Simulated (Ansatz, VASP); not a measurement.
## Two plane-wave programs on AlP

The input INCAR:

```
SYSTEM = AlP
PREC     = Accurate       ! precision mode
ENCUT    = 500            ! plane-wave cutoff, eV
EDIFF    = 1E-6           ! SCF threshold, eV
ISMEAR   = 0              ! smearing method
SIGMA    = 0.01           ! smearing width, eV
LREAL    = .False.        ! projectors in reciprocal space
LASPH    = .True.         ! aspherical terms in the spheres
NELM     = 120            ! most SCF steps
ALGO     = Normal         ! electronic algorithm
ISIF     = 2              ! what is computed and relaxed
LWAVE    = .False.        ! write WAVECAR
LCHARG   = .False.        ! write CHGCAR
GGA      = PS             ! functional
NBANDS   = 11             ! bands
GGA_COMPAT= .False.
```

Contents of KPOINTS:

```
regular mesh
0
Gamma
  8 8 8
  0 0 0
```

Contents of POSCAR:

```
AlP
1.0
    0.0000000000      2.7351478574      2.7351478574
    2.7351478574      0.0000000000      2.7351478574
    2.7351478574      2.7351478574      0.0000000000
Al P
1 1
Direct
    0.0000000000      0.0000000000      0.0000000000
    0.2500000000      0.2500000000      0.2500000000
```

Input for Ansatz:

```yaml
crystal:
  lattice:
    - [0.0, 2.7351478574, 2.7351478574]
    - [2.7351478574, 0.0, 2.7351478574]
    - [2.7351478574, 2.7351478574, 0.0]
  atoms:
    - { symbol: Al, position: [0.0, 0.0, 0.0] }
    - { symbol: P, position: [0.25, 0.25, 0.25] }
basis:
  ecutwfc: 600.0
kpoints:
  mp_grid: { grid: [8, 8, 8] }
  band_path:
    path:
      - [0.0, 0.0, 0.0]
      - [0.0, 0.0, 0.0]
      - [0.0, 0.0, 0.0]
      - [0.0, 0.0, 0.0]
      - [0.0, 0.0, 0.0]
      - [0.0, 0.0, 0.0]
      - [0.0, 0.0, 0.0]
      - [0.0, 0.0, 0.0]
      - [0.0, 0.0, 0.0]
      - [0.0, 0.0, 0.0]
      - [0.0, 0.0, 0.0]
      - [0.0, 0.0, 0.0]
      - [0.0, 0.0, 0.0]
      - [0.0, 0.0, 0.0]
      - [0.0, 0.0, 0.0]
      - [0.0, 0.0, 0.0]
      - [0.0, 0.0, 0.0]
      - [0.0, 0.0, 0.0]
      - [0.0, 0.0, 0.0]
      - [0.0, 0.0, 0.0]
      - [0.0, 0.0, 0.0]
      - [0.0, 0.0, 0.0]
      - [0.0, 0.0, 0.0]
      - [0.0, 0.0, 0.0]
      - [0.0, 0.0, 0.0]
      - [0.0, 0.0, 0.0]
      - [0.3, 0.3, 0.0]
      - [0.3166666667, 0.3166666667, 0.0]
      - [0.3333333333, 0.3333333333, 0.0]
      - [0.35, 0.35, 0.0]
      - [0.3666666667, 0.3666666667, 0.0]
      - [0.3833333333, 0.3833333333, 0.0]
      - [0.4, 0.4, 0.0]
      - [0.4166666667, 0.4166666667, 0.0]
      - [0.4333333333, 0.4333333333, 0.0]
      - [0.45, 0.45, 0.0]
      - [0.4666666667, 0.4666666667, 0.0]
      - [0.4833333333, 0.4833333333, 0.0]
      - [0.5, 0.5, 0.0]
      - [0.5, 0.5, 0.5]
      - [0.5, 0.5, 0.5]
      - [0.5, 0.5, 0.5]
      - [0.5, 0.5, 0.5]
      - [0.5, 0.5, 0.5]
      - [0.5, 0.5, 0.5]
      - [0.5, 0.5, 0.5]
      - [0.5, 0.5, 0.5]
      - [0.5, 0.5, 0.5]
      - [0.5, 0.5, 0.5]
      - [0.5, 0.5, 0.5]
      - [0.5, 0.5, 0.5]
      - [0.5, 0.5, 0.5]
    npoints: 1
hamiltonian:
  xc: pbesol
  pseudopotentials: { kind: paw, azcp: { folder: soft_1 } }
scf:
  occupations: { method: fixed }
  n_extra_bands: 5
output:
  eigenvalues: true
```

Alike in both runs: task single point; functional PBEsol; k mesh 8 × 8 × 8; no spin polarisation.

```csv
,VASP,Ansatz
version,VASP 6.6.1,Ansatz 0.2.0
potentials or method,"VASP PAW PBE potentials, release 64 (Al, P), cutoff 500 eV","scalar-relativistic, plane waves, PAW"
occupations,"gaussian, width 0.01 eV",fixed
valence electrons in the cell,8,8
```

|  | VASP | Ansatz | Ansatz less VASP |
| --- | --- | --- | --- |
| gap on the k mesh at the Fermi level (eV) | 1.45 | 1.45 | +0.002 |
| least direct gap on the mesh (eV) | 3.16 | 3.15 | -0.006 |

VASP's potentials were made for PBE, not for PBEsol, and Ansatz warns of the same on its side.
